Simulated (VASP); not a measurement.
**SnO: single point with PBE+D3(BJ)**

The system is SnO, a slab with vacuum.

```xyz
8
Lattice="3.8202 0.0000 0.0000 0.0000 3.8202 0.0000 0.0000 0.0000 22.2261" Properties=species:S:1:pos:R:3 pbc="T T T"
Sn    1.9101    0.0000    4.5000
Sn    0.0000    1.9101    6.8630
Sn    0.9550    2.8651   10.8830
Sn    2.8651    0.9550   13.2461
O     0.0000    0.0000    5.6815
O     1.9101    1.9101    5.6815
O     2.8651    2.8651   12.0646
O     0.9550    0.9550   12.0646
```

This cell differs from its parent crystal: layers slid over each other.

- Program: VASP 6.6.1
- Task: single point
- Functional: PBE
- Dispersion: D3(BJ)
- Potentials or basis: VASP PAW PBE potentials, release 64 (Sn_d, O)
- Cutoff: 520 eV
- k mesh: 7 × 7 × 1
- Occupations: gaussian, width 0.05 eV
- Spin: no spin polarisation
- Dipole correction: yes
- Further INCAR settings: ALGO = Normal; EDIFF = 1e-06; NBANDS = 50

```
Largest force              : 0.112 eV/Å
Band gap on the k mesh     : 2.47 eV (least direct gap 2.53 eV)
Dispersion energy per atom : -0.157 eV
```

Forces in eV/Å, atoms in the order of the input:
```
Sn  -0.005 -0.005 -0.079
Sn  -0.030 -0.030  0.104
Sn   0.030  0.030 -0.104
Sn   0.005  0.005  0.079
O    0.011 -0.029  0.007
O   -0.029  0.011  0.007
O    0.029 -0.011 -0.007
O   -0.011  0.029 -0.007
```

Levels at points of the mesh, in eV from the valence-band top:
```
           k point  band 36  band 37  band 38  band 39  band 40  band 41  band 42  band 43  band 44  band 45
(0.00, 0.00, 0.00)    -1.99    -1.99    -1.99    -0.68    -0.03     2.50     2.82     2.82     3.86     4.84
```

Wall time 5.1 min on 1 thread of Intel(R) Xeon(R) Platinum 8488C (Sapphire Rapids), on a shared host, peak memory 0.44 GiB.

Caveat: the cell differs from its parent crystal (layers slid over each other); spin-orbit coupling is left out, which moves the levels of the heavy elements.
